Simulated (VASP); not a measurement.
Here is a VASP 6.6.1 calculation.

The input INCAR:

```
PREC = Accurate
ENCUT = 520
EDIFF = 1E-6
ISMEAR = 0
SIGMA = 0.1
LREAL = F
LASPH = T
NELM = 60
ALGO = Normal
ISIF = 2
LWAVE = F
LCHARG = T
GGA = PE
LELF = T
LVHAR = T
NBANDS = 41
```

KPOINTS

```
regular mesh
0
Gamma
  6 6 2
```

File POSCAR:

```
MgCd3O4
1.0
    3.5378538500      0.0000000000      0.0000000000
    0.0000000000      3.5378538500      0.0000000000
    0.0000000000      0.0000000000     10.0065617800
Mg Cd O
1 3 4
Direct
    0.0000000000      0.0000000000      0.5000000000
    0.0000000000      0.0000000000      0.0000000000
    0.5000000000      0.5000000000      0.2500000000
    0.5000000000      0.5000000000      0.7500000000
    0.0000000000      0.0000000000      0.2500000000
    0.5000000000      0.5000000000      0.5000000000
    0.0000000000      0.0000000000      0.7500000000
    0.5000000000      0.5000000000      0.0000000000
```

Potentials or basis: VASP PAW PBE potentials, release 64 (Mg, Cd, O).

Run with:

```bash
$ cat potpaw_PBE.64/Mg/POTCAR potpaw_PBE.64/Cd/POTCAR potpaw_PBE.64/O/POTCAR > POTCAR
$ mpirun -np 1 vasp_std > vasp.out
```

Question: What does it give for the largest force?

Answer: 0.525 eV/Å.

Question: What does it give for the pressure?

Answer: -16.0 GPa.

Question: What does it give for the band gap on the k mesh?

Answer: Zero (bands 31 and 32 overlap by 0.48 eV).

Forces on the atoms (eV/Å):
```
Mg   0.000  0.000  0.000
Cd   0.000  0.000  0.000
Cd   0.000  0.000  0.013
Cd   0.000  0.000 -0.013
O    0.000  0.000  0.525
O    0.000  0.000  0.000
O    0.000  0.000 -0.525
O    0.000  0.000  0.000
```

Caveat: the cell stands under tension; semilocal functionals underestimate gaps, so a narrow gap can read as zero.
